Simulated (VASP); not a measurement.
# NaI (Fm-3m) in VASP: further runs

NaI is run at these levels: PBEsol, r2SCAN, HSE06; tasks: single point.

Program: VASP 6.6.1. These are calculated values, not measurements. Logs are shortened: lines on timing, memory, paths and dates and some standing lists are left out, and cuts for length are marked.

## Step 1: The cell of the first run

The structure is cubic, space group Fm-3m (No. 225). The conventional cell has a = 6.473 Å, b = 6.473 Å, c = 6.473 Å, α = 90.00°, β = 90.00°, γ = 90.00°. Within 4.3 Å of I (site symmetry m-3m) lie 6 Na at 3.24 Å. Na (site symmetry m-3m) has 6 I at 3.24 Å within 4.3 Å.

## Step 2: Single point, PBEsol

INCAR reads:

```
SYSTEM = NaI
PREC     = Accurate       ! precision mode
ENCUT    = 520            ! plane-wave cutoff, eV
EDIFF    = 1E-6           ! SCF threshold, eV
ISMEAR   = 0              ! smearing method
SIGMA    = 0.01           ! smearing width, eV
LREAL    = .False.        ! projectors in reciprocal space
LASPH    = .True.         ! aspherical terms in the spheres
NELM     = 100            ! most SCF steps
ALGO     = Normal         ! electronic algorithm
ISIF     = 2              ! what is computed and relaxed
LWAVE    = .False.        ! write WAVECAR
LCHARG   = .False.        ! write CHGCAR
GGA      = PS             ! functional
NBANDS   = 14             ! bands
```

KPOINTS reads:

```
regular mesh
0
Gamma
  8 8 8
  0 0 0
```

POSCAR reads:

```
NaI
1.0
    0.0000000000      3.2364000000      3.2364000000
    3.2364000000      0.0000000000      3.2364000000
    3.2364000000      3.2364000000      0.0000000000
I Na
1 1
Direct
    0.5000000000      0.5000000000      0.5000000000
    0.0000000000      0.0000000000      0.0000000000
```

Potentials or basis: VASP PAW PBE potentials, release 64 (I, Na_pv).

Command:

```bash
cat potpaw_PBE.64/I/POTCAR potpaw_PBE.64/Na_pv/POTCAR > POTCAR
mpirun -np 1 vasp_std > vasp.out
```

OUTCAR:

```text
SYSTEM = NaI
   PREC = Accurate
   ENCUT = 520
   EDIFF = 1E-6
   ISMEAR = 0
   LREAL = .False.
   LASPH = .True.
   NELM = 100
   ISIF = 2
   GGA = PS

 ion  position               nearest neighbor table
   1  0.500  0.500  0.500-
   2  0.000  0.000  0.000-

  LATTYP: Found a face centered cubic cell.
 ALAT       =     6.4728000000

  Lattice vectors:

 A1 = (   0.0000000000,   3.2364000000,   3.2364000000)
 A2 = (   3.2364000000,   0.0000000000,   3.2364000000)
 A3 = (   3.2364000000,   3.2364000000,   0.0000000000)

Analysis of symmetry for initial positions (statically):
=====================================================================
 Subroutine PRICEL returns:
 Original cell was already a primitive cell.

 Routine SETGRP: Setting up the symmetry group for a
 face centered cubic supercell.

 Subroutine GETGRP returns: Found 48 space group operations
 (whereof 48 operations were pure point group operations)
 out of a pool of 48 trial point group operations.

The static configuration has the point symmetry O_h .

Analysis of symmetry for dynamics (positions and initial velocities):
=====================================================================
 Subroutine PRICEL returns:
 Original cell was already a primitive cell.

 Routine SETGRP: Setting up the symmetry group for a
 face centered cubic supercell.

 Subroutine GETGRP returns: Found 48 space group operations
 (whereof 48 operations were pure point group operations)
 out of a pool of 48 trial point group operations.

The dynamic configuration has the point symmetry O_h .

 Subroutine INISYM returns: Found 48 space group operations
 (whereof 48 operations are pure point group operations),
 and found     1 'primitive' translations

----------------------------------------------------------------------------------------

                                     Primitive cell

  volume of cell :      67.7980

  direct lattice vectors                    reciprocal lattice vectors
     0.000000000  3.236400000  3.236400000    -0.154492646  0.154492646  0.154492646
     3.236400000  0.000000000  3.236400000     0.154492646 -0.154492646  0.154492646
     3.236400000  3.236400000  0.000000000     0.154492646  0.154492646 -0.154492646

  length of vectors
     4.576960773  4.576960773  4.576960773     0.267589113  0.267589113  0.267589113

  position of ions in fractional coordinates (direct lattice)
     0.500000000  0.500000000  0.500000000
[... 88 lines left out ...]
   PSTRESS=    0.0 pullay stress
   NELECT =      14.0000    total number of electrons
   NUPDOWN=      -1.0000    fix difference up-down
   EMIN   =  10.00;   EMAX   =-10.00  energy-range for DOS
   EFERMI =   0.00;   METHOD = LEGACY
   ISMEAR =     0;   SIGMA  =   0.01  broadening in eV -4-tet -1-fermi 0-gaus
   EFERMI_NEDOS =   21; number of points for ismear=-14 and -15
   IALGO  =     38    algorithm
   IMIX   =      4    mixing-type and parameters
     AMIX     =   0.40;   BMIX     =  1.00
     AMIX_MAG =   1.60;   BMIX_MAG =  1.00
  volume/ion in A,a.u.               =      33.90       228.76
  Fermi-wavevector in a.u.,A,eV,Ry     =   0.967636  1.828567 12.739397  0.936319
  Thomas-Fermi vector in A             =   2.097538
   LORBIT       =      0    0 simple, 1 ext, 2 COOP (PROOUT), +10 PAW based schemes
   GGA     = PS    functional components
   LHFCALC =     F    Hartree Fock is set to
   AEXX    =    0.0000 exact exchange contribution
   IVDW    =     0    specifies the selected vdW correction
   LEPSILON=     F    determine dielectric tensor
   LRPA    =     F    only Hartree local field effects (RPA)
 non-spin polarized calculation
 Gauss-broadening in eV      SIGMA  =   0.01
  energy-cutoff  :      520.00
  volume of cell :       67.80
 maximum number of plane-waves:      1850
 NGX is ok and might be reduce to    36
   NGX = 17   NGY = 17   NGZ = 17

 number of electron      13.9999993 magnetization

 Free energy of the ion-electron system (eV)
  ---------------------------------------------------
  ext. energy  EPLUGINS =         0.00000000
  ---------------------------------------------------
  free energy    TOTEN  =        -5.66684959 eV

  energy without entropy =       -5.66684959  energy(sigma->0) =       -5.66684959

 E-fermi :   0.8425     XC(G=0):  -7.8449

 val. band max:        0.7171760923   @ k =   0.0000   0.0000   0.0000
 cond. band min:       4.2234173003   @ k =   0.0000   0.0000   0.0000
 fundamental gap:      3.5062412080
 Fermi energy:         0.8425161123

 k-point     1 :       0.0000    0.0000    0.0000
  band No.  band energies     occupation
      1     -21.5274      2.00000
      2     -21.5274      2.00000
      3     -21.5274      2.00000
      4     -10.3398      2.00000
      5       0.7172      2.00000
      6       0.7172      2.00000
      7       0.7172      2.00000
      8       4.2234      0.00000
      9       8.5631      0.00000
     10       8.5631      0.00000
     11       8.5631      0.00000
     12      10.4341      0.00000
     13      10.4341      0.00000
     14      10.9538      0.00000
[... 377 lines left out ...]
      1     -21.5320      2.00000
      2     -21.5291      2.00000
      3     -21.5283      2.00000
      4      -9.9810      2.00000
      5      -1.2226      2.00000
      6      -0.2143      2.00000
      7       0.2232      2.00000
      8       6.7228      0.00000
      9       6.9645      0.00000
     10       8.8862      0.00000
     11       8.9140      0.00000
     12      11.1124      0.00000
     13      12.0938      0.00000
     14      13.3112      0.00000

 [... further k-points ...]

------------------------ aborting loop because EDIFF is reached ----------------------------------------

  FORCE on cell =-STRESS in cart. coord.  units (eV):
  Direction    XX          YY          ZZ          XY          YZ          ZX
  --------------------------------------------------------------------------------------
  -------------------------------------------------------------------------------------
  Total       -0.2018311     -0.2018311     -0.2018311      0.0000000      0.0000000      0.0000000
  in kB       -4.7696010     -4.7696010     -4.7696010      0.0000000      0.0000000      0.0000000
  external PRESSURE =      -4.7696010 kB  Pullay stress =       0.0000000 kB

 VOLUME and BASIS-vectors are now :
 -----------------------------------------------------------------------------
  energy-cutoff  :      520.00
  volume of cell :       67.80
      direct lattice vectors                 reciprocal lattice vectors
     0.000000000  3.236400000  3.236400000    -0.154492646  0.154492646  0.154492646
     3.236400000  0.000000000  3.236400000     0.154492646 -0.154492646  0.154492646
     3.236400000  3.236400000  0.000000000     0.154492646  0.154492646 -0.154492646

 POSITION                                       TOTAL-FORCE (eV/Angst)
 -----------------------------------------------------------------------------------
      3.23640      3.23640      3.23640         0.000000     -0.000000     -0.000000
      0.00000      0.00000      0.00000        -0.000000      0.000000      0.000000
 -----------------------------------------------------------------------------------
    total drift:                                0.000000      0.000000      0.000000

  FREE ENERGIE OF THE ION-ELECTRON SYSTEM (eV)
  ---------------------------------------------------
  free  energy   TOTEN  =        -5.6668495912 eV

  energy  without entropy=       -5.6668495912  energy(sigma->0) =       -5.66684959
```

stdout:

```text
POSCAR found type information on POSCAR I Na
 POSCAR found :  2 types and       2 ions
 scaLAPACK will be used
 -----------------------------------------------------------------------------
|                                                                             |
|                                                                             |
|     You enforced a specific xc type in the INCAR file but a different       |
|     I HOPE YOU KNOW WHAT YOU ARE DOING!                                     |
|                                                                             |
 -----------------------------------------------------------------------------

 LDA part: xc-table for (Slater+PW92), standard interpolation
 POSCAR, INCAR and KPOINTS ok, starting setup
 FFT: planning ... GRIDC
 FFT: planning ... GRID_SOFT
 FFT: planning ... GRID
 WAVECAR not read
 entering main loop
```

Run time: 15 s. Hardware: 1 thread of AMD EPYC 9R14 (Zen 4), shared host; peak memory 0.18 GiB.

Results:

```
Free energy            : -5.6668 eV
Pressure               : -0.5 GPa
Band gap on the k mesh : 3.51 eV, direct
```

Caveat: the PAW data sets were made with another functional, which shifts forces and pressure a little; spin-orbit coupling is left out, which moves the levels of the heavy elements. PBEsol gaps usually lie below the measured ones, often by a third to a half.

## Step 3: Single point, r2SCAN

POSCAR is that of step 2.

INCAR.step1 reads:

```
SYSTEM = NaI
PREC     = Accurate       ! precision mode
ENCUT    = 520            ! plane-wave cutoff, eV
ISMEAR   = 0              ! smearing method
SIGMA    = 0.01           ! smearing width, eV
LREAL    = .False.        ! projectors in reciprocal space
LASPH    = .True.         ! aspherical terms in the spheres
NELM     = 60             ! most SCF steps
NBANDS   = 14             ! bands
GGA      = PE             ! functional
ALGO     = Normal         ! electronic algorithm
EDIFF    = 1E-4           ! SCF threshold, eV
LWAVE    = .True.         ! write WAVECAR
LCHARG   = .False.        ! write CHGCAR
```

INCAR.step2 reads:

```
SYSTEM = NaI
PREC     = Accurate       ! precision mode
ENCUT    = 520            ! plane-wave cutoff, eV
EDIFF    = 1E-7           ! SCF threshold, eV
ISMEAR   = 0              ! smearing method
SIGMA    = 0.01           ! smearing width, eV
LREAL    = .False.        ! projectors in reciprocal space
LASPH    = .True.         ! aspherical terms in the spheres
NELM     = 60             ! most SCF steps
ALGO     = Normal         ! electronic algorithm
ISIF     = 2              ! what is computed and relaxed
LWAVE    = .False.        ! write WAVECAR
LCHARG   = .True.         ! write CHGCAR
METAGGA  = R2SCAN         ! meta-GGA
LMIXTAU  = .True.       
LELF     = .True.         ! ELF
LVHAR    = .True.       
NBANDS   = 14             ! bands
ISTART   = 1
```

KPOINTS is that of step 2.

Potentials or basis: VASP PAW PBE potentials, release 64 (I, Na_pv).

Command:

```bash
cat potpaw_PBE.64/I/POTCAR potpaw_PBE.64/Na_pv/POTCAR > POTCAR
cp INCAR.step1 INCAR
mpirun -np 1 vasp_std > vasp.out
cp INCAR.step2 INCAR
mpirun -np 1 vasp_std > vasp.out
```

It took 1.8 min on 1 thread of AMD EPYC 9R14 (Zen 4), shared host; peak memory 0.19 GiB.

The run converged. Its results:

- Free energy: -31.0855 eV
- Pressure: -0.2 GPa
- Band gap on the k mesh: 4.44 eV, direct

Levels at points of the mesh, in eV from the valence-band top:
| k point | band 3 | band 4 | band 5 | band 6 | band 7 | band 8 | band 9 | band 10 | band 11 | band 12 |
| --- | --- | --- | --- | --- | --- | --- | --- | --- | --- | --- |
| (0.00, 0.00, 0.00) | -23.25 | -11.35 | 0.00 | 0.00 | 0.00 | 4.44 | 8.47 | 8.47 | 8.47 | 10.33 |
| (0.50, 0.00, 0.00) | -23.25 | -11.01 | -2.18 | -0.30 | -0.30 | 5.69 | 8.07 | 8.07 | 9.78 | 11.06 |
| (0.50, 0.50, 0.00) | -23.25 | -10.93 | -1.93 | -0.76 | -0.76 | 5.23 | 6.02 | 10.73 | 12.17 | 12.29 |

Caveat: the PAW data sets were made with another functional, which shifts forces and pressure a little; spin-orbit coupling is left out, which moves the levels of the heavy elements.

## Step 4: Single point, HSE06

POSCAR is that of step 3.

INCAR.step1 reads:

```
SYSTEM = NaI
PREC     = Accurate       ! precision mode
ENCUT    = 520            ! plane-wave cutoff, eV
EDIFF    = 1E-5           ! SCF threshold, eV
ISMEAR   = 0              ! smearing method
SIGMA    = 0.01           ! smearing width, eV
LREAL    = .False.        ! projectors in reciprocal space
LASPH    = .True.         ! aspherical terms in the spheres
NELM     = 80             ! most SCF steps
ALGO     = Normal         ! electronic algorithm
ISIF     = 2              ! what is computed and relaxed
LWAVE    = .True.         ! write WAVECAR
NBANDS   = 14             ! bands
GGA      = PE             ! functional
```

INCAR.step2 reads:

```
SYSTEM = NaI
PREC     = Accurate       ! precision mode
ENCUT    = 520            ! plane-wave cutoff, eV
EDIFF    = 1E-6           ! SCF threshold, eV
ISMEAR   = 0              ! smearing method
SIGMA    = 0.01           ! smearing width, eV
LREAL    = .False.        ! projectors in reciprocal space
LASPH    = .True.         ! aspherical terms in the spheres
NELM     = 80             ! most SCF steps
ALGO     = Normal         ! electronic algorithm
ISIF     = 2              ! what is computed and relaxed
LWAVE    = .False.        ! write WAVECAR
LCHARG   = .True.         ! write CHGCAR
GGA      = PE             ! functional
LHFCALC  = .True.         ! exact exchange
HFSCREEN = 0.2079         ! screening, 1/A
PRECFOCK = Normal       
LELF     = .True.         ! ELF
LVHAR    = .True.       
NBANDS   = 14             ! bands
ISTART   = 1
```

KPOINTS reads:

```
regular mesh
0
Gamma
  4 4 4
  0 0 0
```

Command:

```bash
cat potpaw_PBE.64/I/POTCAR potpaw_PBE.64/Na_pv/POTCAR > POTCAR
cp INCAR.step1 INCAR
mpirun -np 1 vasp_std > vasp.out
cp INCAR.step2 INCAR
mpirun -np 1 vasp_std > vasp.out
```

Run time: 4.1 min. Hardware: 1 thread of AMD EPYC 9R14 (Zen 4), shared host; peak memory 0.28 GiB.

The run converged. Its results:

```
Free energy            : -6.2559 eV
Pressure               : 0.2 GPa
Band gap on the k mesh : 4.65 eV, direct
```

Levels at points of the mesh, in eV from the valence-band top:
| k point | band 3 | band 4 | band 5 | band 6 | band 7 | band 8 | band 9 | band 10 | band 11 | band 12 |
| --- | --- | --- | --- | --- | --- | --- | --- | --- | --- | --- |
| (0.00, 0.00, 0.00) | -24.80 | -11.96 | 0.00 | 0.00 | 0.00 | 4.65 | 9.01 | 9.01 | 9.01 | 10.95 |
| (0.50, 0.00, 0.00) | -24.80 | -11.60 | -2.33 | -0.30 | -0.30 | 6.07 | 8.54 | 8.54 | 10.03 | 11.47 |
| (0.50, 0.50, 0.00) | -24.80 | -11.51 | -2.05 | -0.80 | -0.80 | 5.53 | 6.51 | 11.08 | 12.61 | 12.61 |

Caveat: the k points lie up to 0.42 Å⁻¹ apart; the PAW data sets were made with another functional, which shifts forces and pressure a little; spin-orbit coupling is left out, which moves the levels of the heavy elements.

(Part 1 of 2 ends here.)
